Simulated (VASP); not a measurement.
# BP (rocksalt type) (Fm-3m) in VASP: notebook

Runs on BP (rocksalt type). Level: LDA. Tasks: single point.

Program: VASP 6.6.1. These are calculated values, not measurements. Logs are shortened: lines on timing, memory, paths and dates and some standing lists are left out, and cuts for length are marked.

**1. The cell of the first run**

The structure is cubic, space group Fm-3m (No. 225). Conventional cell: a = 4.178 Å, b = 4.178 Å, c = 4.178 Å, α = 90.00°, β = 90.00°, γ = 90.00°. B (site symmetry m-3m) has 6 P at 2.09 Å within 2.8 Å. Within 2.8 Å of P (site symmetry m-3m) lie 6 B at 2.09 Å.

**2. Single point, LDA (volume scaled by 0.94)**

Contents of INCAR:

```
ALGO = Normal
EDIFF = 1E-6
ENCUT = 500
GGA = CA
GGA_COMPAT = F
ISIF = 2
ISMEAR = -1
LASPH = T
LCHARG = F
LREAL = F
LWAVE = F
NBANDS = 11
NELM = 120
PREC = Accurate
SIGMA = 0.1
```

Contents of KPOINTS:

```
k-points
0
Gamma
  15 15 15
```

Contents of POSCAR:

```
BP
1.0
    0.0000000000      2.0892374622      2.0892374622
    2.0892374622      0.0000000000      2.0892374622
    2.0892374622      2.0892374622      0.0000000000
B P
1 1
Direct
    0.0000000000      0.0000000000      0.0000000000
    0.5000000000      0.5000000000      0.5000000000
```

Potentials or basis: VASP PAW LDA potentials, release 64 (B, P).

Started as:

```console
$ cat potpaw_LDA.64/B/POTCAR potpaw_LDA.64/P/POTCAR > POTCAR
$ mpirun -np 1 vasp_std > vasp.out
```

OUTCAR:

```text
EDIFF = 1E-6
   ENCUT = 500
   GGA = CA
   ISIF = 2
   ISMEAR = -1
   LASPH = T
   LREAL = F
   NELM = 120
   PREC = Accurate

 ion  position               nearest neighbor table
   1  0.000  0.000  0.000-   2 2.09   2 2.09   2 2.09   2 2.09   2 2.09   2 2.09
   2  0.500  0.500  0.500-   1 2.09   1 2.09   1 2.09   1 2.09   1 2.09   1 2.09

  LATTYP: Found a face centered cubic cell.
 ALAT       =     4.1784749244

  Lattice vectors:

 A1 = (   0.0000000000,   2.0892374622,   2.0892374622)
 A2 = (   2.0892374622,   0.0000000000,   2.0892374622)
 A3 = (   2.0892374622,   2.0892374622,   0.0000000000)

Analysis of symmetry for initial positions (statically):
=====================================================================
 Subroutine PRICEL returns:
 Original cell was already a primitive cell.

 Routine SETGRP: Setting up the symmetry group for a
 face centered cubic supercell.

 Subroutine GETGRP returns: Found 48 space group operations
 (whereof 48 operations were pure point group operations)
 out of a pool of 48 trial point group operations.

The static configuration has the point symmetry O_h .

Analysis of symmetry for dynamics (positions and initial velocities):
=====================================================================
 Subroutine PRICEL returns:
 Original cell was already a primitive cell.

 Routine SETGRP: Setting up the symmetry group for a
 face centered cubic supercell.

 Subroutine GETGRP returns: Found 48 space group operations
 (whereof 48 operations were pure point group operations)
 out of a pool of 48 trial point group operations.

The dynamic configuration has the point symmetry O_h .

 Subroutine INISYM returns: Found 48 space group operations
 (whereof 48 operations are pure point group operations),
 and found     1 'primitive' translations

----------------------------------------------------------------------------------------

                                     Primitive cell

  volume of cell :      18.2387

  direct lattice vectors                    reciprocal lattice vectors
     0.000000000  2.089237462  2.089237462    -0.239321766  0.239321766  0.239321766
     2.089237462  0.000000000  2.089237462     0.239321766 -0.239321766  0.239321766
     2.089237462  2.089237462  0.000000000     0.239321766  0.239321766 -0.239321766

  length of vectors
     2.954627954  2.954627954  2.954627954     0.414517459  0.414517459  0.414517459

  position of ions in fractional coordinates (direct lattice)
     0.000000000  0.000000000  0.000000000
     0.500000000  0.500000000  0.500000000

  ion indices of the primitive-cell ions
   primitive index   ion index
                 1           1
                 2           2

----------------------------------------------------------------------------------------

 KPOINTS: k-points

Automatic generation of k-mesh.
 Grid dimensions read from file:
 generate k-points for:   15   15   15

 Generating k-lattice:

  Cartesian coordinates                     Fractional coordinates (reciprocal lattice)
    -0.015954784  0.015954784  0.015954784     0.066666667  0.000000000  0.000000000
     0.015954784 -0.015954784  0.015954784     0.000000000  0.066666667  0.000000000
     0.015954784  0.015954784 -0.015954784     0.000000000  0.000000000  0.066666667

  Length of vectors
     0.027634497  0.027634497  0.027634497

  Shift w.r.t. Gamma in fractional coordinates (k-lattice)
     0.000000000  0.000000000  0.000000000

 Subroutine IBZKPT returns following result:
 ===========================================

 Found    120 irreducible k-points:

 Following reciprocal coordinates:
            Coordinates               Weight
  0.000000  0.000000  0.000000      1.000000
  0.066667  0.000000  0.000000      8.000000
  0.133333  0.000000  0.000000      8.000000
  0.200000  0.000000  0.000000      8.000000
  0.266667  0.000000  0.000000      8.000000
  0.333333  0.000000  0.000000      8.000000
[... 16 lines left out ...]
  0.133333  0.133333  0.000000      6.000000
  0.200000  0.133333  0.000000     24.000000
 [... further k-points ...]
   k-points           NKPTS =    120   k-points in BZ     NKDIM =    120   number of bands    NBANDS=     11
   number of dos      NEDOS =    301   number of ions     NIONS =      2
   total plane-waves  NPLWV =  13824
   dimension x,y,z NGX =    24 NGY =   24 NGZ =   24
   dimension x,y,z NGXF=    48 NGYF=   48 NGZF=   48
   ions per type =               1   1
   NGX,Y,Z   is equivalent  to a cutoff of  13.50, 13.50, 13.50 a.u.
   NGXF,Y,Z  is equivalent  to a cutoff of  27.01, 27.01, 27.01 a.u.
 SYSTEM =  unknown system
   PREC   = accura    normal or accurate (medium, high low for compatibility)
   ISTART =      0    job   : 0-new  1-cont  2-samecut
   ICHARG =      2    charge: 1-file 2-atom 10-const
   ISPIN  =      1    spin polarized calculation?
   LNONCOLLINEAR =      F non collinear calculations
   LSORBIT =      F    spin-orbit coupling
   LASPH  =      T    aspherical Exc in radial PAW
   ENCUT  =  500.0 eV  36.75 Ry    6.06 a.u.   5.39  5.39  5.39*2*pi/ulx,y,z
   NELM   =    120;   NELMIN=  2; NELMDL= -5     # of ELM steps
   EDIFF  = 0.1E-05   stopping-criterion for ELM
   LREAL  =      F    real-space projection
   EDIFFG = 0.1E-04   stopping-criterion for IOM
   NSW    =      0    number of steps for IOM
   IBRION =     -1    ionic relax: 0-MD 1-quasi-New 2-CG
   NFREE  =      0    steps in history (QN), initial steepest desc. (CG)
   ISIF   =      2    stress and relaxation
   ISYM   =      2    0-nonsym 1-usesym 2-fastsym
   POTIM  = 0.5000    time-step for ionic-motion
   TEBEG  =    0.0;   TEEND  =   0.0 temperature during run
   PSTRESS=    0.0 pullay stress
   NELECT =       8.0000    total number of electrons
   NUPDOWN=      -1.0000    fix difference up-down
   EMIN   =  10.00;   EMAX   =-10.00  energy-range for DOS
   EFERMI =   0.00;   METHOD = LEGACY
   ISMEAR =    -1;   SIGMA  =   0.10  broadening in eV -4-tet -1-fermi 0-gaus
   EFERMI_NEDOS =   21; number of points for ismear=-14 and -15
   IALGO  =     38    algorithm
   IMIX   =      4    mixing-type and parameters
     AMIX     =   0.40;   BMIX     =  1.00
     AMIX_MAG =   1.60;   BMIX_MAG =  1.00
  volume/ion in A,a.u.               =       9.12        61.54
  Fermi-wavevector in a.u.,A,eV,Ry     =   1.243866  2.350566 21.050979  1.547203
  Thomas-Fermi vector in A             =   2.378158
   LORBIT       =      0    0 simple, 1 ext, 2 COOP (PROOUT), +10 PAW based schemes
   GGA     = CA    functional components
   LHFCALC =     F    Hartree Fock is set to
   AEXX    =    0.0000 exact exchange contribution
   IVDW    =     0    specifies the selected vdW correction
   LEPSILON=     F    determine dielectric tensor
   LRPA    =     F    only Hartree local field effects (RPA)
 non-spin polarized calculation
  energy-cutoff  :      500.00
  volume of cell :       18.24
 maximum number of plane-waves:       483
 NGX is ok and might be reduce to    24
   NGX = 11   NGY = 11   NGZ = 11

 number of electron       7.9999999 magnetization

 Free energy of the ion-electron system (eV)
  ---------------------------------------------------
  ext. energy  EPLUGINS =         0.00000000
  ---------------------------------------------------
  free energy    TOTEN  =       -12.32759952 eV

  energy without entropy =      -12.30281843  energy(sigma->0) =      -12.31520897

 E-fermi :  11.1892     XC(G=0): -12.4345

 val. band max:       11.1886373792   @ k =   0.0000   0.0000   0.0000
 cond. band min:      11.1953763503   @ k =   0.1333   0.0667   0.0000
 fundamental gap:      0.0067389710
 Fermi energy:        11.1892274615

 k-point     1 :       0.0000    0.0000    0.0000
  band No.  band energies     occupation
      1      -6.7775      2.00000
      2      11.1886      1.00295
      3      11.1886      1.00295
      4      11.1886      1.00295
      5      19.0401      0.00000
      6      19.0401      0.00000
      7      19.0401      0.00000
      8      19.5127      0.00000
      9      20.4550      0.00000
     10      20.4550      0.00000
     11      20.4550      0.00000

 k-point     2 :       0.0667    0.0000    0.0000
  band No.  band energies     occupation
      1      -6.6765      2.00000
      2      10.5448      1.99683
      3      11.1473      1.20648
      4      11.1473      1.20648
      5      18.9564      0.00000
      6      19.2832      0.00000
      7      19.2832      0.00000
      8      19.5343      0.00000
      9      19.5343      0.00000
     10      19.7065      0.00000
     11      20.5280      0.00000

 k-point     3 :       0.1333    0.0000    0.0000
  band No.  band energies     occupation
      1      -6.3739      2.00000
      2       9.0045      2.00000
      3      11.0513      1.59779
      4      11.0513      1.59778
      5      18.0232      0.00000
      6      18.0232      0.00000
      7      18.5194      0.00000
      8      19.9012      0.00000
      9      19.9887      0.00000
     10      19.9887      0.00000
     11      21.1706      0.00000

 k-point     4 :       0.2000    0.0000    0.0000
  band No.  band energies     occupation
      1      -5.8718      2.00000
      2       7.1108      2.00000
      3      10.9620      1.81317
      4      10.9620      1.81317
      5      16.5656      0.00000
      6      16.5656      0.00000
      7      18.0096      0.00000
      8      19.7428      0.00000
      9      21.0825      0.00000
     10      21.0825      0.00000
     11      22.3257      0.00000

 k-point     5 :       0.2667    0.0000    0.0000
  band No.  band energies     occupation
      1      -5.1744      2.00000
      2       5.1511      2.00000
      3      10.9395      1.84788
      4      10.9395      1.84788
      5      15.2614      0.00000
      6      15.2614      0.00000
      7      17.5557      0.00000
      8      19.5107      0.00000
      9      22.4895      0.00000
     10      22.4895      0.00000
     11      23.6018      0.00000
[... 211 lines left out ...]
 k-point    21 :      -0.1333    0.0667    0.0000
  band No.  band energies     occupation
      1      -6.1389      2.00000
      2       8.4301      2.00000
      3       9.9238      1.99999
      4      11.6582      0.01821
      5      16.3356      0.00000
      6      17.6961      0.00000
      7      18.8639      0.00000
      8      19.8601      0.00000
      9      20.0203      0.00000
     10      20.7328      0.00000
     11      22.3874      0.00000

 k-point    22 :      -0.0667    0.0667    0.0000
  band No.  band energies     occupation
      1      -6.5082      2.00000
      2       9.9742      1.99999
      3      10.3806      1.99938
      4      11.4449      0.14394
      5      17.9089      0.00000
      6      18.8003      0.00000
      7      18.9705      0.00000
      8      19.3292      0.00000
      9      19.6842      0.00000
     10      20.6727      0.00000
     11      20.9119      0.00000

 k-point    23 :       0.1333    0.1333    0.0000
  band No.  band energies     occupation
      1      -6.2387      2.00000
      2       9.8914      2.00000
      3       9.8914      2.00000
      4      10.5964      1.99469
      5      15.1466      0.00000
      6      17.2779      0.00000
      7      20.7870      0.00000
      8      20.8810      0.00000
      9      20.8810      0.00000
     10      21.3955      0.00000
     11      21.3955      0.00000

 k-point    24 :       0.2000    0.1333    0.0000
  band No.  band energies     occupation
      1      -5.8694      2.00000
      2       8.5580      2.00000
      3       9.4524      2.00000
      4      10.8485      1.93585
      5      13.6542      0.00000
      6      17.0178      0.00000
      7      20.1958      0.00000
      8      20.6773      0.00000
      9      21.1399      0.00000
     10      22.5482      0.00000
     11      22.8622      0.00000

 [... further k-points ...]
[... 5 lines left out ...]
  --------------------------------------------------------------------------------------
  -------------------------------------------------------------------------------------
  Total        1.3532042      1.3532042      1.3532042      0.0000000      0.0000000     -0.0000000
  in kB      118.8722558    118.8722558    118.8722558      0.0000000      0.0000000     -0.0000000
  external PRESSURE =     118.8722558 kB  Pullay stress =       0.0000000 kB

 VOLUME and BASIS-vectors are now :
 -----------------------------------------------------------------------------
  energy-cutoff  :      500.00
  volume of cell :       18.24
      direct lattice vectors                 reciprocal lattice vectors
     0.000000000  2.089237462  2.089237462    -0.239321766  0.239321766  0.239321766
     2.089237462  0.000000000  2.089237462     0.239321766 -0.239321766  0.239321766
     2.089237462  2.089237462  0.000000000     0.239321766  0.239321766 -0.239321766

 POSITION                                       TOTAL-FORCE (eV/Angst)
 -----------------------------------------------------------------------------------
      0.00000      0.00000      0.00000         0.000000      0.000000      0.000000
      2.08924      2.08924      2.08924         0.000000      0.000000      0.000000
 -----------------------------------------------------------------------------------
    total drift:                                0.000000     -0.000000     -0.000000

  FREE ENERGIE OF THE ION-ELECTRON SYSTEM (eV)
  ---------------------------------------------------
  free  energy   TOTEN  =       -12.3275995164 eV

  energy  without entropy=      -12.3028184332  energy(sigma->0) =      -12.31520897
```

Wall time 6.8 s (1 thread of Intel Xeon Platinum 8481C at 2.70GHz (Sapphire Rapids), shared host); peak memory 0.13 GiB.

Results:

- Free energy: -12.3276 eV
- Pressure: 11.9 GPa
- Band gap on the k mesh: zero (band 4 reaches 12.53 eV, above the bottom of band 5 at 8.75 eV)

Caveat: the cell differs from its parent crystal (volume scaled by 0.94).

**3. Single point, LDA**

This run uses another cell than the first one, of 9.70 Å³/atom, 1.064 times its volume.

Contents of INCAR:

```
PREC = Accurate
ENCUT = 500
EDIFF = 1E-6
ISMEAR = -1
SIGMA = 0.1
LREAL = False
LASPH = True
NELM = 120
ALGO = Normal
ISIF = 2
LWAVE = False
LCHARG = True
GGA = CA
LELF = True
LVHAR = True
NBANDS = 11
GGA_COMPAT = False
```

Contents of KPOINTS:

```
regular mesh
0
Gamma
  15 15 15
```

Contents of POSCAR:

```
BP
1.0
    0.0000000000      2.1327757138      2.1327757138
    2.1327757138      0.0000000000      2.1327757138
    2.1327757138      2.1327757138      0.0000000000
B P
1 1
Direct
    0.0000000000      0.0000000000      0.0000000000
    0.5000000000      0.5000000000      0.5000000000
```

Potentials or basis: VASP PAW LDA potentials, release 64 (B, P).

Started as:

```console
$ cat potpaw_LDA.64/B/POTCAR potpaw_LDA.64/P/POTCAR > POTCAR
$ mpirun -np 1 vasp_std > vasp.out
```

It took 7.4 s on 1 thread of Intel Xeon Platinum 8481C at 2.70GHz (Sapphire Rapids), shared host; peak memory 0.14 GiB.

The run converged. Its results:

- Free energy: -12.3691 eV
- Pressure: 0.0 GPa
- Band gap on the k mesh: zero (band 4 reaches 11.63 eV, above the bottom of band 5 at 7.66 eV)

Levels at points of the mesh, in eV from the Fermi level:
```
           k point  band 1  band 2  band 3  band 4  band 5  band 6  band 7  band 8  band 9
(0.00, 0.00, 0.00)  -17.25   -0.01   -0.01   -0.01    7.19    7.92    7.92    7.92    8.79
```
